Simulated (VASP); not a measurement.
## SnSe2: single point with PBEsol

SnSe2:

```
CELL_PARAMETERS angstrom
3.59374 0.00000 0.00000
-1.79687 3.11227 0.00000
0.00000 0.00000 6.93984
ATOMIC_POSITIONS crystal
Sn 0.00000 0.00000 0.00000
Se 0.33333 0.66667 0.25807
Se 0.66667 0.33333 0.74193
```

This cell differs from its parent crystal: ratio of the length along z to the lengths across it x 1.2, volume and fractional coordinates fixed.

* Program: VASP 6.6.1
* Task: single point
* Functional: PBEsol
* Potentials or basis: VASP PAW PBE potentials, release 64 (Sn_d, Se)
* Cutoff: 520 eV
* k mesh: 12 × 12 × 6
* Occupations: gaussian, width 0.05 eV
* Spin: no spin polarisation

| Item | Value |
| --- | --- |
| Pressure | 0.5 GPa |
| Largest force | 1.096 eV/Å |
| Band gap on the k mesh | zero (band 13 reaches 4.65 eV, above the bottom of band 14 at 4.15 eV) |

Forces in eV/Å, atoms in the order of the input:
```
Sn   0.000  0.000  0.000
Se   0.000  0.000 -1.096
Se   0.000  0.000  1.096
```

Stress tensor (GPa, compression positive):
```
 5.30  0.00  0.00
 0.00  5.30  0.00
 0.00  0.00 -9.09
```

Levels at points of the mesh, in eV from the Fermi level:
| k point | band 9 | band 10 | band 11 | band 12 | band 13 | band 14 | band 15 | band 16 | band 17 | band 18 |
| --- | --- | --- | --- | --- | --- | --- | --- | --- | --- | --- |
| (0.00, 0.00, 0.00) | -2.00 | -0.26 | -0.26 | -0.03 | -0.03 | 0.53 | 3.63 | 4.86 | 4.86 | 6.58 |
| (0.50, 0.00, 0.00) | -5.27 | -3.89 | -2.34 | -2.21 | -0.61 | 0.42 | 3.03 | 4.38 | 4.46 | 4.62 |
| (0.00, 0.00, 0.50) | -3.57 | -0.33 | -0.33 | 0.07 | 0.07 | 2.36 | 3.39 | 4.74 | 4.74 | 6.69 |
| (0.50, 0.00, 0.50) | -5.53 | -3.26 | -2.09 | -1.79 | -0.84 | -0.44 | 2.44 | 4.04 | 4.68 | 5.07 |

It took 4.1 min on 1 thread of Intel(R) Xeon(R) Platinum 8488C (Sapphire Rapids) (shared host), peak memory 0.29 GiB.

Caveat: the PAW data sets were made with another functional, which shifts forces and pressure a little; spin-orbit coupling is left out, which moves the levels of the heavy elements; this functional lacks dispersion, which binds the layers, so the pressure and a relaxed spacing across them are unreliable.
